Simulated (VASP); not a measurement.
# Ti (Fm-3m) in VASP: a series of runs, part 2 of 2

VASP 6.6.1. Earlier steps stand in the parts before.

## Step 4: Single point, PBE+U

This run uses another cell than the first one, of 16.73 Å³/atom, 0.826 times its volume.

File INCAR:

```
SYSTEM = Ti
PREC     = Accurate       ! precision mode
ENCUT    = 500            ! plane-wave cutoff, eV
EDIFF    = 1E-6           ! SCF threshold, eV
ISMEAR   = -1             ! smearing method
SIGMA    = 0.2585199978643553 ! smearing width, eV
LREAL    = .FALSE.        ! projectors in reciprocal space
LASPH    = .TRUE.         ! aspherical terms in the spheres
NELM     = 200            ! most SCF steps
ALGO     = Normal         ! electronic algorithm
ISIF     = 2              ! what is computed and relaxed
LWAVE    = .FALSE.        ! write WAVECAR
LCHARG   = .TRUE.         ! write CHGCAR
LMAXMIX  = 4              ! l up to which the mixer works
LDAU     = .TRUE.         ! DFT+U
LDAUTYPE = 2            
LDAUL    = 2              ! shell
LDAUU    = 1.3            ! U, eV
LDAUJ    = 0            
LDAUPRINT= 1            
GGA      = PE             ! functional
LELF     = .TRUE.         ! ELF
LVHAR    = .TRUE.       
NBANDS   = 12             ! bands
GGA_COMPAT= .FALSE.
```

File KPOINTS:

```
regular mesh
0
G
  6 6 6
  0 0 0
```

File POSCAR:

```
Ti
1.0
    0.0000000000      2.0300000000      2.0300000000
    2.0300000000      0.0000000000      2.0300000000
    2.0300000000      2.0300000000      0.0000000000
Ti
1
Direct
    0.0000000000      0.0000000000      0.0000000000
```

Potentials or basis: VASP PAW PBE potentials, release 64 (Ti_sv).

Launch:

```console
$ cat potpaw_PBE.64/Ti_sv/POTCAR > POTCAR
$ mpirun -np 1 vasp_std > vasp.out
```

OUTCAR:

```text
SYSTEM = Ti
   PREC = Accurate
   ENCUT = 500
   EDIFF = 1E-6
   ISMEAR = -1
   LREAL = .FALSE.
   LASPH = .TRUE.
   NELM = 200
   ISIF = 2
   GGA = PE

 ion  position               nearest neighbor table
   1  0.000  0.000  0.000-

  LATTYP: Found a face centered cubic cell.
 ALAT       =     4.0600000000

  Lattice vectors:

 A1 = (   0.0000000000,   2.0300000000,   2.0300000000)
 A2 = (   2.0300000000,   0.0000000000,   2.0300000000)
 A3 = (   2.0300000000,   2.0300000000,   0.0000000000)

Analysis of symmetry for initial positions (statically):
=====================================================================
 Subroutine PRICEL returns:
 Original cell was already a primitive cell.

 Routine SETGRP: Setting up the symmetry group for a
 face centered cubic supercell.

 Subroutine GETGRP returns: Found 48 space group operations
 (whereof 48 operations were pure point group operations)
 out of a pool of 48 trial point group operations.

The static configuration has the point symmetry O_h .

Analysis of symmetry for dynamics (positions and initial velocities):
=====================================================================
 Subroutine PRICEL returns:
 Original cell was already a primitive cell.

 Routine SETGRP: Setting up the symmetry group for a
 face centered cubic supercell.

 Subroutine GETGRP returns: Found 48 space group operations
 (whereof 48 operations were pure point group operations)
 out of a pool of 48 trial point group operations.

The dynamic configuration has the point symmetry O_h .

 Subroutine INISYM returns: Found 48 space group operations
 (whereof 48 operations are pure point group operations),
 and found     1 'primitive' translations

----------------------------------------------------------------------------------------

                                     Primitive cell

  volume of cell :      16.7309

  direct lattice vectors                    reciprocal lattice vectors
     0.000000000  2.030000000  2.030000000    -0.246305419  0.246305419  0.246305419
     2.030000000  0.000000000  2.030000000     0.246305419 -0.246305419  0.246305419
     2.030000000  2.030000000  0.000000000     0.246305419  0.246305419 -0.246305419

  length of vectors
     2.870853532  2.870853532  2.870853532     0.426613499  0.426613499  0.426613499

  position of ions in fractional coordinates (direct lattice)
     0.000000000  0.000000000  0.000000000

  ion indices of the primitive-cell ions
   primitive index   ion index
                 1           1

----------------------------------------------------------------------------------------

 KPOINTS: regular mesh

Automatic generation of k-mesh.
[... 79 lines left out ...]
  Fermi-wavevector in a.u.,A,eV,Ry     =   1.465421  2.769245 29.217967  2.147460
  Thomas-Fermi vector in A             =   2.581280
   LORBIT       =      0    0 simple, 1 ext, 2 COOP (PROOUT), +10 PAW based schemes
 LDA+U is selected, type is set to LDAUTYPE =  2
   angular momentum for each species LDAUL =     2
   U (eV)           for each species LDAUU =   1.3
   J (eV)           for each species LDAUJ =   0.0
   GGA     = PE    functional components
   LHFCALC =     F    Hartree Fock is set to
   AEXX    =    0.0000 exact exchange contribution
   IVDW    =     0    specifies the selected vdW correction
   LEPSILON=     F    determine dielectric tensor
   LRPA    =     F    only Hartree local field effects (RPA)
 non-spin polarized calculation
  energy-cutoff  :      500.00
  volume of cell :       16.73
 maximum number of plane-waves:       444
 NGX is ok and might be reduce to    24
   NGX = 11   NGY = 11   NGZ = 11

atom =   1  type =  1  l = 2

 onsite density matrix

spin component  1

  0.2167  0.0000 -0.0000 -0.0000  0.0000
  0.0000  0.2167 -0.0000  0.0000 -0.0000
 -0.0000 -0.0000  0.1481  0.0000 -0.0000
 -0.0000  0.0000  0.0000  0.2167  0.0000
  0.0000 -0.0000 -0.0000  0.0000  0.1481

spin component  2

  0.2167  0.0000 -0.0000 -0.0000  0.0000
  0.0000  0.2167 -0.0000  0.0000 -0.0000
 -0.0000 -0.0000  0.1481  0.0000 -0.0000
 -0.0000  0.0000  0.0000  0.2167  0.0000
  0.0000 -0.0000 -0.0000  0.0000  0.1481

 occupancies and eigenvectors

  o =  0.1481  v =  0.0000  0.0000 -0.9972  0.0000  0.0753  0.0000  0.0000  0.0000  0.0000  0.0000      0.0000  0.0000  0.0000  0.0000  0.0000  0.0000  0.0000  0.0000  0.0000  0.0000
  o =  0.1481  v =  0.0000  0.0000  0.0000  0.0000  0.0000  0.0000  0.0000 -0.9972  0.0000  0.0753      0.0000  0.0000  0.0000  0.0000  0.0000  0.0000  0.0000  0.0000  0.0000  0.0000
  o =  0.1481  v =  0.0000 -0.0000 -0.0753  0.0000 -0.9972  0.0000  0.0000  0.0000  0.0000  0.0000      0.0000  0.0000  0.0000  0.0000  0.0000  0.0000  0.0000  0.0000  0.0000  0.0000
  o =  0.1481  v =  0.0000  0.0000  0.0000  0.0000  0.0000  0.0000 -0.0000 -0.0753  0.0000 -0.9972      0.0000  0.0000  0.0000  0.0000  0.0000  0.0000  0.0000  0.0000  0.0000  0.0000
  o =  0.2167  v =  0.0000 -0.9714 -0.0000 -0.2376  0.0000  0.0000  0.0000  0.0000  0.0000  0.0000      0.0000  0.0000  0.0000  0.0000  0.0000  0.0000  0.0000  0.0000  0.0000  0.0000
  o =  0.2167  v =  0.0000  0.0000  0.0000  0.0000  0.0000  0.0000 -0.9714 -0.0000 -0.2376  0.0000      0.0000  0.0000  0.0000  0.0000  0.0000  0.0000  0.0000  0.0000  0.0000  0.0000
  o =  0.2167  v =  0.0000  0.0000  0.0000  0.0000  0.0000  0.0000 -0.2376  0.0000  0.9714  0.0000      0.0000  0.0000  0.0000  0.0000  0.0000  0.0000  0.0000  0.0000  0.0000  0.0000
  o =  0.2167  v =  0.0000  0.0000  0.0000  0.0000  0.0000  1.0000  0.0000  0.0000  0.0000  0.0000      0.0000  0.0000  0.0000  0.0000  0.0000  0.0000  0.0000  0.0000  0.0000  0.0000
  o =  0.2167  v =  0.0000 -0.2376  0.0000  0.9714  0.0000  0.0000  0.0000  0.0000  0.0000  0.0000      0.0000  0.0000  0.0000  0.0000  0.0000  0.0000  0.0000  0.0000  0.0000  0.0000
  o =  0.2167  v =  1.0000  0.0000  0.0000  0.0000  0.0000  0.0000  0.0000  0.0000  0.0000  0.0000      0.0000  0.0000  0.0000  0.0000  0.0000  0.0000  0.0000  0.0000  0.0000  0.0000

 number of electron      12.0000002 magnetization

 Free energy of the ion-electron system (eV)
  ---------------------------------------------------
  ext. energy  EPLUGINS =         0.00000000
  ---------------------------------------------------
  free energy    TOTEN  =        -6.94985364 eV

  energy without entropy =       -6.61358970  energy(sigma->0) =       -6.78172167

 E-fermi :   8.7830     XC(G=0): -11.6929

 val. band max:        8.7578200348   @ k =   0.3333   0.0000   0.0000
 cond. band min:       8.8609174537   @ k =   0.5000   0.3333   0.1667
 fundamental gap:      0.1030974190
 Fermi energy:         8.7829902868

 k-point     1 :       0.0000    0.0000    0.0000
  band No.  band energies     occupation
      1     -48.1746      2.00000
      2     -23.9799      2.00000
      3     -23.9799      2.00000
      4     -23.9799      2.00000
      5       2.4239      2.00000
      6       9.7453      0.04721
      7       9.7453      0.04721
      8       9.7453      0.04721
      9      11.5535      0.00004
     10      11.5535      0.00004
     11      24.0766      0.00000
     12      28.7348      0.00000
[... 211 lines left out ...]
 k-point    16 :      -0.3333    0.5000    0.1667
  band No.  band energies     occupation
      1     -47.9879      2.00000
      2     -24.5691      2.00000
      3     -24.3520      2.00000
      4     -24.2497      2.00000
      5       6.8843      1.99871
      6       7.6333      1.97685
      7       9.4089      0.16314
      8      11.5819      0.00004
      9      12.8884      0.00000
     10      15.6925      0.00000
     11      18.9867      0.00000
     12      19.7471      0.00000

------------------------ aborting loop because EDIFF is reached ----------------------------------------

  FORCE on cell =-STRESS in cart. coord.  units (eV):
  Direction    XX          YY          ZZ          XY          YZ          ZX
  --------------------------------------------------------------------------------------
  -------------------------------------------------------------------------------------
  Total        0.9690864      0.9690864      0.9690864      0.0000000     -0.0000000      0.0000000
  in kB       92.8014909     92.8014909     92.8014909      0.0000000     -0.0000000      0.0000000
  external PRESSURE =      92.8014909 kB  Pullay stress =       0.0000000 kB

 VOLUME and BASIS-vectors are now :
 -----------------------------------------------------------------------------
  energy-cutoff  :      500.00
  volume of cell :       16.73
      direct lattice vectors                 reciprocal lattice vectors
     0.000000000  2.030000000  2.030000000    -0.246305419  0.246305419  0.246305419
     2.030000000  0.000000000  2.030000000     0.246305419 -0.246305419  0.246305419
     2.030000000  2.030000000  0.000000000     0.246305419  0.246305419 -0.246305419

 POSITION                                       TOTAL-FORCE (eV/Angst)
 -----------------------------------------------------------------------------------
      0.00000      0.00000      0.00000         0.000000      0.000000      0.000000
 -----------------------------------------------------------------------------------
    total drift:                               -0.000000      0.000000      0.000000

  FREE ENERGIE OF THE ION-ELECTRON SYSTEM (eV)
  ---------------------------------------------------
  free  energy   TOTEN  =        -6.9498536388 eV

  energy  without entropy=       -6.6135896995  energy(sigma->0) =       -6.78172167
```

Wall time 3.3 s (1 thread of Intel Xeon Platinum 8375C at 2.90GHz (Ice Lake), shared host); peak memory 0.13 GiB.

Results:

| Quantity | Value |
| --- | --- |
| Free energy | -6.9499 eV |
| Pressure | 9.3 GPa |
| Band gap on the k mesh | zero (band 6 reaches 9.75 eV, above the bottom of band 7 at 8.72 eV) |

Levels at points of the mesh, in eV from the Fermi level:
```
           k point  band 2  band 3  band 4  band 5  band 6  band 7  band 8  band 9  band 10  band 11
(0.00, 0.00, 0.00)  -32.76  -32.76  -32.76   -6.36    0.96    0.96    0.96    2.77     2.77    15.29
(0.50, 0.00, 0.00)  -33.51  -32.86  -32.86   -2.70    0.55    0.88    0.88    3.85     3.85     8.51
(0.50, 0.50, 0.00)  -33.46  -33.02  -33.02   -2.66   -1.77    2.83    3.89    4.10     4.10    10.97
```

Eigenvalues of the final occupation matrices:
```tsv
site	spin	trace	eigenvalues
site 1 d	1	0.95	0.15 0.15 0.22 0.22 0.22
site 1 d	2	0.95	0.15 0.15 0.22 0.22 0.22
```

Caveat: the k points lie up to 0.45 Å⁻¹ apart; U without spin polarisation on a metal has little footing; the U is typed as a test and isn't derived for this compound.
